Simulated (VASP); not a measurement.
# Br (Fm-3m) in VASP: a series of runs

The runs below take Br through single point, with PBE.

Everything below comes from runs of VASP 6.6.1. Logs are shortened: lines on timing, memory, paths and dates and some standing lists are left out, and cuts for length are marked.

**1. The cell of the first run**

The structure is cubic, space group Fm-3m (No. 225). The conventional cell has a = 4.727 Å, b = 4.727 Å, c = 4.727 Å, α = 90.00°, β = 90.00°, γ = 90.00°. Within 4.4 Å of Br (site symmetry m-3m) lie 12 Br at 3.34 Å.

**2. Single point, PBE**

INCAR

```
PREC     = Accurate       # precision mode
ENCUT    = 520            # plane-wave cutoff, eV
EDIFF    = 1E-6           # SCF threshold, eV
ISMEAR   = -1             # smearing method
SIGMA    = 0.06122561905347299 # smearing width, eV
LREAL    = False          # projectors in reciprocal space
LASPH    = True           # aspherical terms in the spheres
NELM     = 100            # most SCF steps
ALGO     = Normal         # electronic algorithm
ISIF     = 2              # what is computed and relaxed
LWAVE    = False          # write WAVECAR
LCHARG   = True           # write CHGCAR
GGA      = PE             # functional
LELF     = True           # ELF
LVHAR    = True         
NBANDS   = 10             # bands
```

KPOINTS

```
regular mesh
0
Gamma
  20 20 20
```

POSCAR

```
Br
1.0
    0.0000000000      2.3636382168      2.3636382168
    2.3636382168      0.0000000000      2.3636382168
    2.3636382168      2.3636382168      0.0000000000
Br
1
Direct
    0.0000000000      0.0000000000      0.0000000000
```

Potentials or basis: VASP PAW PBE potentials, release 64 (Br).

On the command line:

```
$ cat potpaw_PBE.64/Br/POTCAR > POTCAR
$ mpirun -np 1 vasp_std > vasp.out
```

OUTCAR:

```text
PREC = Accurate
   ENCUT = 520
   EDIFF = 1E-6
   ISMEAR = -1
   LREAL = False
   LASPH = True
   NELM = 100
   ISIF = 2
   GGA = PE

 ion  position               nearest neighbor table
   1  0.000  0.000  0.000-

  LATTYP: Found a face centered cubic cell.
 ALAT       =     4.7272764336

  Lattice vectors:

 A1 = (   0.0000000000,   2.3636382168,   2.3636382168)
 A2 = (   2.3636382168,   0.0000000000,   2.3636382168)
 A3 = (   2.3636382168,   2.3636382168,   0.0000000000)

Analysis of symmetry for initial positions (statically):
=====================================================================
 Subroutine PRICEL returns:
 Original cell was already a primitive cell.

 Routine SETGRP: Setting up the symmetry group for a
 face centered cubic supercell.

 Subroutine GETGRP returns: Found 48 space group operations
 (whereof 48 operations were pure point group operations)
 out of a pool of 48 trial point group operations.

The static configuration has the point symmetry O_h .

Analysis of symmetry for dynamics (positions and initial velocities):
=====================================================================
 Subroutine PRICEL returns:
 Original cell was already a primitive cell.

 Routine SETGRP: Setting up the symmetry group for a
 face centered cubic supercell.

 Subroutine GETGRP returns: Found 48 space group operations
 (whereof 48 operations were pure point group operations)
 out of a pool of 48 trial point group operations.

The dynamic configuration has the point symmetry O_h .

 Subroutine INISYM returns: Found 48 space group operations
 (whereof 48 operations are pure point group operations),
 and found     1 'primitive' translations

----------------------------------------------------------------------------------------

                                     Primitive cell

  volume of cell :      26.4103

  direct lattice vectors                    reciprocal lattice vectors
     0.000000000  2.363638217  2.363638217    -0.211538296  0.211538296  0.211538296
     2.363638217  0.000000000  2.363638217     0.211538296 -0.211538296  0.211538296
     2.363638217  2.363638217  0.000000000     0.211538296  0.211538296 -0.211538296

  length of vectors
     3.342689223  3.342689223  3.342689223     0.366395076  0.366395076  0.366395076

  position of ions in fractional coordinates (direct lattice)
     0.000000000  0.000000000  0.000000000

  ion indices of the primitive-cell ions
   primitive index   ion index
                 1           1

----------------------------------------------------------------------------------------

 KPOINTS: regular mesh

Automatic generation of k-mesh.
 Grid dimensions read from file:
 generate k-points for:   20   20   20

 Generating k-lattice:

  Cartesian coordinates                     Fractional coordinates (reciprocal lattice)
    -0.010576915  0.010576915  0.010576915     0.050000000  0.000000000  0.000000000
     0.010576915 -0.010576915  0.010576915     0.000000000  0.050000000  0.000000000
     0.010576915  0.010576915 -0.010576915     0.000000000  0.000000000  0.050000000

  Length of vectors
     0.018319754  0.018319754  0.018319754

  Shift w.r.t. Gamma in fractional coordinates (k-lattice)
     0.000000000  0.000000000  0.000000000

 Subroutine IBZKPT returns following result:
 ===========================================

 Found    256 irreducible k-points:

 Following reciprocal coordinates:
            Coordinates               Weight
  0.000000  0.000000  0.000000      1.000000
  0.050000  0.000000  0.000000      8.000000
  0.100000  0.000000  0.000000      8.000000
  0.150000  0.000000  0.000000      8.000000
  0.200000  0.000000  0.000000      8.000000
  0.250000  0.000000  0.000000      8.000000
[... 16 lines left out ...]
 -0.400000  0.050000  0.000000     24.000000
 -0.350000  0.050000  0.000000     24.000000
 [... further k-points ...]
   k-points           NKPTS =    256   k-points in BZ     NKDIM =    256   number of bands    NBANDS=     10
   number of dos      NEDOS =    301   number of ions     NIONS =      1
   total plane-waves  NPLWV =  21952
   dimension x,y,z NGX =    28 NGY =   28 NGZ =   28
   dimension x,y,z NGXF=    56 NGYF=   56 NGZF=   56
   ions per type =               1
   NGX,Y,Z   is equivalent  to a cutoff of  13.93, 13.93, 13.93 a.u.
   NGXF,Y,Z  is equivalent  to a cutoff of  27.85, 27.85, 27.85 a.u.
 SYSTEM =  unknown system
   PREC   = accura    normal or accurate (medium, high low for compatibility)
   ISTART =      0    job   : 0-new  1-cont  2-samecut
   ICHARG =      2    charge: 1-file 2-atom 10-const
   ISPIN  =      1    spin polarized calculation?
   LNONCOLLINEAR =      F non collinear calculations
   LSORBIT =      F    spin-orbit coupling
   LASPH  =      T    aspherical Exc in radial PAW
   ENCUT  =  520.0 eV  38.22 Ry    6.18 a.u.   6.22  6.22  6.22*2*pi/ulx,y,z
   NELM   =    100;   NELMIN=  2; NELMDL= -5     # of ELM steps
   EDIFF  = 0.1E-05   stopping-criterion for ELM
   LREAL  =      F    real-space projection
   EDIFFG = 0.1E-04   stopping-criterion for IOM
   NSW    =      0    number of steps for IOM
   IBRION =     -1    ionic relax: 0-MD 1-quasi-New 2-CG
   NFREE  =      0    steps in history (QN), initial steepest desc. (CG)
   ISIF   =      2    stress and relaxation
   ISYM   =      2    0-nonsym 1-usesym 2-fastsym
   POTIM  = 0.5000    time-step for ionic-motion
   TEBEG  =    0.0;   TEEND  =   0.0 temperature during run
   PSTRESS=    0.0 pullay stress
   NELECT =       7.0000    total number of electrons
   NUPDOWN=      -1.0000    fix difference up-down
   EMIN   =  10.00;   EMAX   =-10.00  energy-range for DOS
   EFERMI =   0.00;   METHOD = LEGACY
   ISMEAR =    -1;   SIGMA  =   0.06  broadening in eV -4-tet -1-fermi 0-gaus
   EFERMI_NEDOS =   21; number of points for ismear=-14 and -15
   IALGO  =     38    algorithm
   IMIX   =      4    mixing-type and parameters
     AMIX     =   0.40;   BMIX     =  1.00
     AMIX_MAG =   1.60;   BMIX_MAG =  1.00
  volume/ion in A,a.u.               =      26.41       178.23
  Fermi-wavevector in a.u.,A,eV,Ry     =   1.051598  1.987232 15.046123  1.105859
  Thomas-Fermi vector in A             =   2.186648
   LORBIT       =      0    0 simple, 1 ext, 2 COOP (PROOUT), +10 PAW based schemes
   GGA     = PE    functional components
   LHFCALC =     F    Hartree Fock is set to
   AEXX    =    0.0000 exact exchange contribution
   IVDW    =     0    specifies the selected vdW correction
   LEPSILON=     F    determine dielectric tensor
   LRPA    =     F    only Hartree local field effects (RPA)
 non-spin polarized calculation
  energy-cutoff  :      520.00
  volume of cell :       26.41
 maximum number of plane-waves:       728
 NGX is ok and might be reduce to    28
   NGX = 13   NGY = 13   NGZ = 13

 number of electron       7.0000000 magnetization

 Free energy of the ion-electron system (eV)
  ---------------------------------------------------
  ext. energy  EPLUGINS =         0.00000000
  ---------------------------------------------------
  free energy    TOTEN  =        -0.98910078 eV

  energy without entropy =       -0.96741000  energy(sigma->0) =       -0.97825539

 E-fermi :   1.5073     XC(G=0):  -9.3038

 val. band max:        1.5063870856   @ k =  -0.3500   0.2000   0.0500
 cond. band min:       1.5135002366   @ k =   0.2500   0.2000   0.0500
 fundamental gap:      0.0071131510
 Fermi energy:         1.5072700208

 k-point     1 :       0.0000    0.0000    0.0000
  band No.  band energies     occupation
      1     -13.7417      2.00000
      2       2.3767      0.00000
      3       2.3767      0.00000
      4       2.3767      0.00000
      5       9.4972      0.00000
      6      14.0607      0.00000
      7      14.0607      0.00000
      8      14.0607      0.00000
      9      18.1840      0.00000
     10      18.2367      0.00000

 k-point     2 :       0.0500    0.0000    0.0000
  band No.  band energies     occupation
      1     -13.7149      2.00000
      2       2.1815      0.00003
      3       2.3588      0.00000
      4       2.3588      0.00000
      5       9.6711      0.00000
      6      13.8903      0.00000
      7      14.1218      0.00000
      8      14.1218      0.00000
      9      18.0422      0.00000
     10      18.0422      0.00000

 k-point     3 :       0.1000    0.0000    0.0000
  band No.  band energies     occupation
      1     -13.6355      2.00000
      2       1.6602      0.15193
      3       2.3075      0.00000
      4       2.3075      0.00000
      5      10.1007      0.00000
      6      13.5562      0.00000
      7      14.2836      0.00000
      8      14.2836      0.00000
      9      17.6235      0.00000
     10      17.6235      0.00000

 k-point     4 :       0.1500    0.0000    0.0000
  band No.  band energies     occupation
      1     -13.5078      2.00000
      2       0.9423      1.99980
      3       2.2301      0.00001
      4       2.2301      0.00001
      5      10.5470      0.00000
      6      13.3780      0.00000
      7      14.4674      0.00000
      8      14.4674      0.00000
      9      17.2598      0.00000
     10      17.2598      0.00000
[... 222 lines left out ...]
 k-point    22 :      -0.4500    0.0500    0.0000
  band No.  band energies     occupation
      1     -12.3817      2.00000
      2      -2.8961      2.00000
      3       1.5887      0.41857
      4       1.7384      0.04485
      5      10.0589      0.00000
      6      13.1734      0.00000
      7      13.5288      0.00000
      8      16.3878      0.00000
      9      19.4041      0.00000
     10      21.0095      0.00000

 k-point    23 :      -0.4000    0.0500    0.0000
  band No.  band energies     occupation
      1     -12.4773      2.00000
      2      -2.6492      2.00000
      3       1.5933      0.39405
      4       1.7992      0.01685
      5      10.1419      0.00000
      6      13.3225      0.00000
      7      13.6031      0.00000
      8      16.2540      0.00000
      9      19.0311      0.00000
     10      19.9484      0.00000

 k-point    24 :      -0.3500    0.0500    0.0000
  band No.  band energies     occupation
      1     -12.6372      2.00000
      2      -2.2130      2.00000
      3       1.6288      0.24173
      4       1.8811      0.00445
      5      10.2896      0.00000
      6      13.5611      0.00000
      7      13.7700      0.00000
      8      15.8608      0.00000
      9      18.7329      0.00000
     10      18.8740      0.00000

 [... further k-points ...]

------------------------ aborting loop because EDIFF is reached ----------------------------------------

  FORCE on cell =-STRESS in cart. coord.  units (eV):
  Direction    XX          YY          ZZ          XY          YZ          ZX
  --------------------------------------------------------------------------------------
  -------------------------------------------------------------------------------------
  Total        0.0012434      0.0012434      0.0012434      0.0000000      0.0000000      0.0000000
  in kB        0.0754328      0.0754328      0.0754328      0.0000000      0.0000000      0.0000000
  external PRESSURE =       0.0754328 kB  Pullay stress =       0.0000000 kB

 VOLUME and BASIS-vectors are now :
 -----------------------------------------------------------------------------
  energy-cutoff  :      520.00
  volume of cell :       26.41
      direct lattice vectors                 reciprocal lattice vectors
     0.000000000  2.363638217  2.363638217    -0.211538296  0.211538296  0.211538296
     2.363638217  0.000000000  2.363638217     0.211538296 -0.211538296  0.211538296
     2.363638217  2.363638217  0.000000000     0.211538296  0.211538296 -0.211538296

 POSITION                                       TOTAL-FORCE (eV/Angst)
 -----------------------------------------------------------------------------------
      0.00000      0.00000      0.00000         0.000000     -0.000000      0.000000
 -----------------------------------------------------------------------------------
    total drift:                                0.000000      0.000000      0.000000

  FREE ENERGIE OF THE ION-ELECTRON SYSTEM (eV)
  ---------------------------------------------------
  free  energy   TOTEN  =        -0.9891007790 eV

  energy  without entropy=       -0.9674099959  energy(sigma->0) =       -0.97825539
```

Wall time 34 s (1 thread of AMD EPYC 9R45 (Zen 5), shared host); peak memory 0.17 GiB.

What came out:

| Property | Result |
| --- | --- |
| Free energy | -0.9891 eV |
| Pressure | 0.0 GPa |

Caveat: an odd number of electrons without spin polarisation forces a metal; a magnetic or distorted state may lie lower.

**3. Single point, PBE**

This run uses another cell than the first one, of 26.94 Å³/atom, 1.020 times its volume.

INCAR

```
SYSTEM = Br
  PREC = Accurate
  ENCUT = 520
  EDIFF = 1E-6
  ISMEAR = -1
  SIGMA = 0.06122561905347299
  LREAL = .False.
  LASPH = .True.
  NELM = 80
  ALGO = Normal
  ISIF = 2
  LWAVE = .False.
  LCHARG = .False.
  GGA = PE
  NBANDS = 10
```

KPOINTS

```
Automatic mesh
0
Gamma
  20 20 20
  0 0 0
```

POSCAR

```
Br
1.0
    0.0000000000      2.3792919062      2.3792919062
    2.3792919062      0.0000000000      2.3792919062
    2.3792919062      2.3792919062      0.0000000000
Br
1
Direct
    0.0000000000      0.0000000000      0.0000000000
```

Potentials or basis: VASP PAW PBE potentials, release 64 (Br).

On the command line:

```
$ cat potpaw_PBE.64/Br/POTCAR > POTCAR
$ mpirun -np 1 vasp_std > vasp.out
```

OUTCAR:

```text
SYSTEM = Br
   PREC = Accurate
   ENCUT = 520
   EDIFF = 1E-6
   ISMEAR = -1
   LREAL = .False.
   LASPH = .True.
   NELM = 80
   ISIF = 2
   GGA = PE

 ion  position               nearest neighbor table
   1  0.000  0.000  0.000-

  LATTYP: Found a face centered cubic cell.
 ALAT       =     4.7585838124

  Lattice vectors:

 A1 = (   0.0000000000,   2.3792919062,   2.3792919062)
 A2 = (   2.3792919062,   0.0000000000,   2.3792919062)
 A3 = (   2.3792919062,   2.3792919062,   0.0000000000)

Analysis of symmetry for initial positions (statically):
=====================================================================
 Subroutine PRICEL returns:
 Original cell was already a primitive cell.

 Routine SETGRP: Setting up the symmetry group for a
 face centered cubic supercell.

 Subroutine GETGRP returns: Found 48 space group operations
 (whereof 48 operations were pure point group operations)
 out of a pool of 48 trial point group operations.

The static configuration has the point symmetry O_h .

Analysis of symmetry for dynamics (positions and initial velocities):
=====================================================================
 Subroutine PRICEL returns:
 Original cell was already a primitive cell.

 Routine SETGRP: Setting up the symmetry group for a
 face centered cubic supercell.

 Subroutine GETGRP returns: Found 48 space group operations
 (whereof 48 operations were pure point group operations)
 out of a pool of 48 trial point group operations.

The dynamic configuration has the point symmetry O_h .

 Subroutine INISYM returns: Found 48 space group operations
 (whereof 48 operations are pure point group operations),
 and found     1 'primitive' translations

----------------------------------------------------------------------------------------

[... 111 lines left out ...]
  volume/ion in A,a.u.               =      26.94       181.79
  Fermi-wavevector in a.u.,A,eV,Ry     =   1.044680  1.974158 14.848793  1.091355
  Thomas-Fermi vector in A             =   2.179443
   LORBIT       =      0    0 simple, 1 ext, 2 COOP (PROOUT), +10 PAW based schemes
   GGA     = PE    functional components
   LHFCALC =     F    Hartree Fock is set to
   AEXX    =    0.0000 exact exchange contribution
   IVDW    =     0    specifies the selected vdW correction
   LEPSILON=     F    determine dielectric tensor
   LRPA    =     F    only Hartree local field effects (RPA)
 non-spin polarized calculation
  energy-cutoff  :      520.00
  volume of cell :       26.94
 maximum number of plane-waves:       745
 NGX is ok and might be reduce to    28
   NGX = 13   NGY = 13   NGZ = 13

 number of electron       7.0000001 magnetization

 Free energy of the ion-electron system (eV)
  ---------------------------------------------------
  ext. energy  EPLUGINS =         0.00000000
  ---------------------------------------------------
  free energy    TOTEN  =        -0.98824632 eV

  energy without entropy =       -0.96569783  energy(sigma->0) =       -0.97697207

 E-fermi :   1.3014     XC(G=0):  -9.2104

 val. band max:        1.3000355947   @ k =  -0.3500   0.2000   0.0500
 cond. band min:       1.3068613771   @ k =   0.5000   0.1500   0.0500
 fundamental gap:      0.0068257824
 Fermi energy:         1.3013861886

 k-point     1 :       0.0000    0.0000    0.0000
  band No.  band energies     occupation
      1     -13.8285      2.00000
      2       2.1384      0.00000
      3       2.1384      0.00000
      4       2.1384      0.00000
      5       9.1834      0.00000
      6      13.8490      0.00000
      7      13.8490      0.00000
      8      13.8490      0.00000
      9      17.9523      0.00000
     10      17.9539      0.00000
[... 287 lines left out ...]
 k-point    24 :      -0.3500    0.0500    0.0000
  band No.  band energies     occupation
      1     -12.7739      2.00000
      2      -2.3072      2.00000
      3       1.4180      0.25933
      4       1.6601      0.00570
      5      10.0700      0.00000
      6      13.3549      0.00000
      7      13.5643      0.00000
      8      15.5247      0.00000
      9      18.4573      0.00000
     10      18.5841      0.00000

 [... further k-points ...]

------------------------ aborting loop because EDIFF is reached ----------------------------------------

  FORCE on cell =-STRESS in cart. coord.  units (eV):
  Direction    XX          YY          ZZ          XY          YZ          ZX
  --------------------------------------------------------------------------------------
  -------------------------------------------------------------------------------------
  Total       -0.0860117     -0.0860117     -0.0860117      0.0000000      0.0000000      0.0000000
  in kB       -5.1155811     -5.1155811     -5.1155811      0.0000000      0.0000000      0.0000000
  external PRESSURE =      -5.1155811 kB  Pullay stress =       0.0000000 kB

 VOLUME and BASIS-vectors are now :
 -----------------------------------------------------------------------------
  energy-cutoff  :      520.00
  volume of cell :       26.94
      direct lattice vectors                 reciprocal lattice vectors
     0.000000000  2.379291906  2.379291906    -0.210146556  0.210146556  0.210146556
     2.379291906  0.000000000  2.379291906     0.210146556 -0.210146556  0.210146556
     2.379291906  2.379291906  0.000000000     0.210146556  0.210146556 -0.210146556

 POSITION                                       TOTAL-FORCE (eV/Angst)
 -----------------------------------------------------------------------------------
      0.00000      0.00000      0.00000         0.000000      0.000000      0.000000
 -----------------------------------------------------------------------------------
    total drift:                               -0.000000      0.000000      0.000000

  FREE ENERGIE OF THE ION-ELECTRON SYSTEM (eV)
  ---------------------------------------------------
  free  energy   TOTEN  =        -0.9882463197 eV

  energy  without entropy=       -0.9656978261  energy(sigma->0) =       -0.97697207
```

stdout:

```text
POSCAR found type information on POSCAR Br
 POSCAR found :  1 types and       1 ions
 scaLAPACK will be used
 LDA part: xc-table for (Slater+PW92), standard interpolation
 POSCAR, INCAR and KPOINTS ok, starting setup
 FFT: planning ... GRIDC
 FFT: planning ... GRID_SOFT
 FFT: planning ... GRID
 WAVECAR not read
 entering main loop
```

It took 32 s on 1 thread of AMD EPYC 9R45 (Zen 5), shared host; peak memory 0.17 GiB.

Results:

```yaml
Free_energy: -0.9882 eV
Pressure: -0.5 GPa
```

Caveat: an odd number of electrons without spin polarisation forces a metal; a magnetic or distorted state may lie lower.

(Continued in part 2 of 2.)
